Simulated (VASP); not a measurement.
# Si15C7 in VASP: a series of runs

The runs below take Si15C7 through single point, with PBE.

Everything below comes from runs of VASP 6.6.1. Logs are shortened: lines on timing, memory, paths and dates and some standing lists are left out, and cuts for length are marked.

### Step 1. The cell of the first run

The cell holds a disordered packing, 22 atoms: a = 7.051 Å, b = 7.452 Å, c = 6.943 Å, α = 85.54°, β = 91.29°, γ = 88.87°.

### Step 2. Single point, PBE

INCAR reads:

```
SYSTEM = Si15C7
ALGO = Normal
EDIFF = 1E-6
ENCUT = 520
GGA = PE
GGA_COMPAT = .FALSE.
ISIF = 2
ISMEAR = -1
ISYM = -1
LASPH = .TRUE.
LCHARG = .FALSE.
LREAL = Auto
LWAVE = .FALSE.
NBANDS = 61
NELM = 120
PREC = Accurate
SIGMA = 0.3447
```

KPOINTS reads:

```
explicit points
1
Reciprocal
  0.25000000   0.25000000   0.25000000 1
```

POSCAR reads:

```
Si15C7
1.0
    7.0498510000      0.0733280000     -0.0802340000
    0.0733280000      7.4467350000      0.2804210000
   -0.0802340000      0.2804210000      6.9363850000
Si C
15 7
Direct
    0.4142142725      0.1884340801      1.1320437367
    0.2885875876      0.8114136162     -0.0072060419
    1.0464170987      0.3382280122      0.4718475102
    0.9397151006      0.3126146051      0.9020346191
    0.5899948438      0.8507687642      0.5285528728
    0.4821880689      0.5711079717      0.2109734695
    0.2586692500      0.9844065087      0.4306806515
    0.6513562582     -0.1687833596      0.9328591646
    0.1931075313      0.5003038708     -0.0423311166
    1.0056361825      0.6157565569      0.3486108606
    1.0699672898      1.0044733834      0.7930552189
   -0.0948647929      1.0022574914      1.3273410530
    0.4971340424      0.5900703742      0.6511903431
   -0.2348041566      0.2896883881      0.1966616639
    0.9310875242      0.5976781909      0.7334155126
    0.3963657821      0.3483264287      0.8079590401
    0.2406444100     -0.0220701131      0.1652276779
    0.6231782872      0.0995250424      0.8974504983
    0.4634287000      0.1749009123      0.8530350968
    0.8464951091      0.7398217673      0.0555006864
    0.0131444517      0.7532630031     -0.0257285506
    0.2334744030      0.4569305581      0.2448283452
```

Potentials or basis: VASP PAW PBE potentials, release 64 (Si, C).

Launch:

```
$ cat potpaw_PBE.64/Si/POTCAR potpaw_PBE.64/C/POTCAR > POTCAR
$ mpirun -np 1 vasp_std > vasp.out
```

OUTCAR:

```text
SYSTEM = Si15C7
   EDIFF = 1E-6
   ENCUT = 520
   GGA = PE
   ISIF = 2
   ISMEAR = -1
   ISYM = -1
   LASPH = .TRUE.
   LREAL = Auto
   NELM = 120
   PREC = Accurate

 ion  position               nearest neighbor table
   1  0.414  0.188  0.132-  19 1.99  17 2.01  18 2.35  16 2.46  22 2.54  14 2.64   7 2.74   9 2.94
                             6 2.99
   2  0.289  0.811  0.993-  17 1.82  21 2.00  11 2.42   9 2.46   6 2.60   8 2.61
   3  0.046  0.338  0.472-  10 2.19  22 2.22  14 2.77  15 2.87  12 2.95   7 3.04   4 3.09
   4  0.940  0.313  0.902-   9 2.33  15 2.34  14 2.41  11 2.63   3 3.09
   5  0.590  0.851  0.529-  13 2.18   7 2.58   8 2.82  12 2.86
   6  0.482  0.571  0.211-  22 1.98   2 2.60   9 2.75  14 2.87   8 2.92   1 2.99  13 3.07
   7  0.259  0.984  0.431-  17 1.85  12 2.58   5 2.58   1 2.74  11 2.88   3 3.04
   8  0.651  0.831  0.933-  20 1.70  18 2.00   2 2.61  21 2.61   5 2.82   6 2.92  13 2.96  15 3.03

   9  0.193  0.500  0.958-  22 2.01  16 2.15  21 2.26   4 2.33  15 2.45   2 2.46   6 2.75   1 2.94
                            13 3.10
  10  0.006  0.616  0.349-  22 2.15   3 2.19  20 2.41  15 2.73  12 2.94
  11  0.070  0.004  0.793-  21 2.22   2 2.42   4 2.63   7 2.88
  12  0.905  0.002  0.327-  14 2.44   7 2.58   5 2.86  10 2.94   3 2.95
  13  0.497  0.590  0.651-  16 2.17   5 2.18   8 2.96   6 3.07   9 3.10  15 3.10
  14  0.765  0.290  0.197-   4 2.41  12 2.44   1 2.64   3 2.77   6 2.87
  15  0.931  0.598  0.733-  21 2.18   4 2.34   9 2.45  10 2.73   3 2.87   8 3.03  13 3.10
  16  0.396  0.348  0.808-  19 1.38   9 2.15  13 2.17   1 2.46
  17  0.241  0.978  0.165-   2 1.82   7 1.85   1 2.01
  18  0.623  0.100  0.897-  19 1.27   8 2.00   1 2.35
  19  0.463  0.175  0.853-  18 1.27  16 1.38   1 1.99
  20  0.846  0.740  0.056-  21 1.32   8 1.70  10 2.41
  21  0.013  0.753  0.974-  20 1.32   2 2.00  15 2.18  11 2.22   9 2.26   8 2.61
  22  0.233  0.457  0.245-   6 1.98   9 2.01  10 2.15   3 2.22   1 2.54

IMPORTANT INFORMATION: All symmetrisations will be switched off!
NOSYMM: (Re-)initialisation of all symmetry stuff for point group C_1.

----------------------------------------------------------------------------------------

                                     Primitive cell

  volume of cell :     363.5060

  direct lattice vectors                    reciprocal lattice vectors
     7.049851000  0.073328000 -0.080234000     0.141881518 -0.001461133  0.001700231
     0.073328000  7.446735000  0.280421000    -0.001461133  0.134506834 -0.005454682
    -0.080234000  0.280421000  6.936385000     0.001700231 -0.005454682  0.144407501

  length of vectors
     7.050688875  7.452373789  6.942514696     0.141899227  0.134625320  0.144520485

  position of ions in fractional coordinates (direct lattice)
     0.414214272  0.188434080  0.132043737
     0.288587588  0.811413616  0.992793958
     0.046417099  0.338228012  0.471847510
     0.939715101  0.312614605  0.902034619
     0.589994844  0.850768764  0.528552873
     0.482188069  0.571107972  0.210973469
[... 14 lines left out ...]
     0.013144452  0.753263003  0.974271449
     0.233474403  0.456930558  0.244828345

  ion indices of the primitive-cell ions
   primitive index   ion index
                 1           1
                 2           2
                 3           3
                 4           4
                 5           5
                 6           6
[... 14 lines left out ...]
                21          21
                22          22

----------------------------------------------------------------------------------------

 KPOINTS: explicit points

Read explicit list of k-points.

 Found      1 k-points:

 Following reciprocal coordinates:
            Coordinates               Weight
  0.250000  0.250000  0.250000      1.000000
   k-points           NKPTS =      1   k-points in BZ     NKDIM =      1   number of bands    NBANDS=     61
   number of dos      NEDOS =    301   number of ions     NIONS =     22
   total plane-waves  NPLWV = 163296
   dimension x,y,z NGX =    54 NGY =   56 NGZ =   54
   dimension x,y,z NGXF=   108 NGYF=  112 NGZF=  108
   ions per type =              15   7
   NGX,Y,Z   is equivalent  to a cutoff of  12.73, 12.49, 12.93 a.u.
   NGXF,Y,Z  is equivalent  to a cutoff of  25.46, 24.98, 25.86 a.u.
 SYSTEM =  Si15C7
   PREC   = accura    normal or accurate (medium, high low for compatibility)
   ISTART =      0    job   : 0-new  1-cont  2-samecut
   ICHARG =      2    charge: 1-file 2-atom 10-const
   ISPIN  =      1    spin polarized calculation?
   LNONCOLLINEAR =      F non collinear calculations
   LSORBIT =      F    spin-orbit coupling
   LASPH  =      T    aspherical Exc in radial PAW
   ENCUT  =  520.0 eV  38.22 Ry    6.18 a.u.  13.11 13.86 12.91*2*pi/ulx,y,z
   NELM   =    120;   NELMIN=  2; NELMDL= -5     # of ELM steps
   EDIFF  = 0.1E-05   stopping-criterion for ELM
   LREAL  =      T    real-space projection
   EDIFFG = 0.1E-04   stopping-criterion for IOM
   NSW    =      0    number of steps for IOM
   IBRION =     -1    ionic relax: 0-MD 1-quasi-New 2-CG
   NFREE  =      0    steps in history (QN), initial steepest desc. (CG)
   ISIF   =      2    stress and relaxation
   ISYM   =     -1    0-nonsym 1-usesym 2-fastsym
   POTIM  = 0.5000    time-step for ionic-motion
   TEBEG  =    0.0;   TEEND  =   0.0 temperature during run
   PSTRESS=    0.0 pullay stress
   NELECT =      88.0000    total number of electrons
   NUPDOWN=      -1.0000    fix difference up-down
   EMIN   =  10.00;   EMAX   =-10.00  energy-range for DOS
   EFERMI =   0.00;   METHOD = LEGACY
   ISMEAR =    -1;   SIGMA  =   0.34  broadening in eV -4-tet -1-fermi 0-gaus
   EFERMI_NEDOS =   21; number of points for ismear=-14 and -15
   IALGO  =     38    algorithm
   IMIX   =      4    mixing-type and parameters
     AMIX     =   0.40;   BMIX     =  1.00
     AMIX_MAG =   1.60;   BMIX_MAG =  1.00
  volume/ion in A,a.u.               =      16.52       111.50
  Fermi-wavevector in a.u.,A,eV,Ry     =   1.020309  1.928105 14.164088  1.041031
  Thomas-Fermi vector in A             =   2.153872
   LORBIT       =      0    0 simple, 1 ext, 2 COOP (PROOUT), +10 PAW based schemes
   GGA     = PE    functional components
   LHFCALC =     F    Hartree Fock is set to
   AEXX    =    0.0000 exact exchange contribution
   IVDW    =     0    specifies the selected vdW correction
   LEPSILON=     F    determine dielectric tensor
   LRPA    =     F    only Hartree local field effects (RPA)
 non-spin polarized calculation
  energy-cutoff  :      520.00
  volume of cell :      363.51
 maximum number of plane-waves:      9785
 NGX is ok and might be reduce to    54
   NGX = 27   NGY = 27   NGZ = 25

 number of electron      88.0000002 magnetization

 Free energy of the ion-electron system (eV)
  ---------------------------------------------------
  ext. energy  EPLUGINS =         0.00000000
  ---------------------------------------------------
  free energy    TOTEN  =      -122.70304916 eV

  energy without entropy =     -119.06621168  energy(sigma->0) =     -120.88463042

 E-fermi :   5.8140     XC(G=0):  -9.7653

 val. band max:        5.7152276484   @ k =   0.2500   0.2500   0.2500
 cond. band min:       5.8609019053   @ k =   0.2500   0.2500   0.2500
 fundamental gap:      0.1456742569
 Fermi energy:         5.8140120206

 k-point     1 :       0.2500    0.2500    0.2500
  band No.  band energies     occupation
      1     -10.9328      2.00000
      2     -10.3944      2.00000
      3      -7.6098      2.00000
      4      -7.1210      2.00000
      5      -6.6283      2.00000
      6      -5.5107      2.00000
[... 48 lines left out ...]
     55       8.0334      0.00319
     56       8.2380      0.00176
 [bands above 56 left out]

------------------------ aborting loop because EDIFF is reached ----------------------------------------

  FORCE on cell =-STRESS in cart. coord.  units (eV):
  Direction    XX          YY          ZZ          XY          YZ          ZX
  --------------------------------------------------------------------------------------
  -------------------------------------------------------------------------------------
  Total       -2.0755775     -8.6800104     -6.8813814     -1.0978547     -5.4495237      8.8694581
  in kB       -9.1482483    -38.2577326    -30.3301537     -4.8388687    -24.0191442     39.0927363
  external PRESSURE =     -25.9120449 kB  Pullay stress =       0.0000000 kB

 VOLUME and BASIS-vectors are now :
 -----------------------------------------------------------------------------
  energy-cutoff  :      520.00
  volume of cell :      363.51
      direct lattice vectors                 reciprocal lattice vectors
     7.049851000  0.073328000 -0.080234000     0.141881518 -0.001461133  0.001700231
     0.073328000  7.446735000  0.280421000    -0.001461133  0.134506834 -0.005454682
    -0.080234000  0.280421000  6.936385000     0.001700231 -0.005454682  0.144407501

 POSITION                                       TOTAL-FORCE (eV/Angst)
 -----------------------------------------------------------------------------------
      2.92337      1.47062      0.93551        -0.243069     -0.416844      0.439667
      2.01434      6.34194      7.09078         0.833571     -0.425634     -0.561977
      0.31418      2.65441      3.36404         0.810313     -2.506196     -0.341063
      6.57540      2.64982      6.26913        -0.863907     -1.878901     -0.369422
      4.17935      6.52693      3.85748         0.756605      1.500014     -0.561768
      3.42430      4.34741      1.58486        -0.097100     -0.611464      1.192365
[... 14 lines left out ...]
      0.06973      5.88352      6.96810         1.782961      0.542141     -2.564247
      1.65982      3.48842      1.80762        -0.484928      0.304284      0.016999
 -----------------------------------------------------------------------------------
    total drift:                               -0.016664      0.001000     -0.005308

  FREE ENERGIE OF THE ION-ELECTRON SYSTEM (eV)
  ---------------------------------------------------
  free  energy   TOTEN  =      -122.7030491552 eV

  energy  without entropy=     -119.0662116841  energy(sigma->0) =     -120.88463042
```

Wall time 66 s (1 thread of Intel Xeon Platinum 8259CL at 2.50GHz (Skylake/Cascade Lake), shared host); peak memory 0.36 GiB.

Results:

- Free energy: -122.7030 eV
- Pressure: -2.6 GPa
- Largest force: 6.265 eV/Å

Forces in eV/Å, atoms in the order of the input:
```
Si  -0.243 -0.417  0.440
Si   0.834 -0.426 -0.562
Si   0.810 -2.506 -0.341
Si  -0.864 -1.879 -0.369
Si   0.757  1.500 -0.562
Si  -0.097 -0.611  1.192
Si  -0.469 -0.001  0.925
Si  -3.800  2.324 -2.046
Si   2.217 -1.212 -0.040
Si  -0.479  2.069 -0.807
Si   0.171  0.035 -0.614
Si   0.258 -0.288  0.632
Si  -0.291 -2.576  1.324
Si  -0.775  0.198  0.379
Si  -0.665  0.670 -1.031
C   -1.747  1.980  0.293
C    0.837  1.580  0.928
C    4.546 -4.139  1.205
C   -3.214  3.865 -1.756
C    0.916 -1.013  3.358
C    1.783  0.542 -2.564
C   -0.485  0.304  0.017
```

Stress tensor (GPa, compression positive):
```
-0.91 -0.48  3.91
-0.48 -3.83 -2.40
 3.91 -2.40 -3.03
```

Caveat: the atoms stand as in a frame of molecular dynamics.

[end of part 1 of 3]
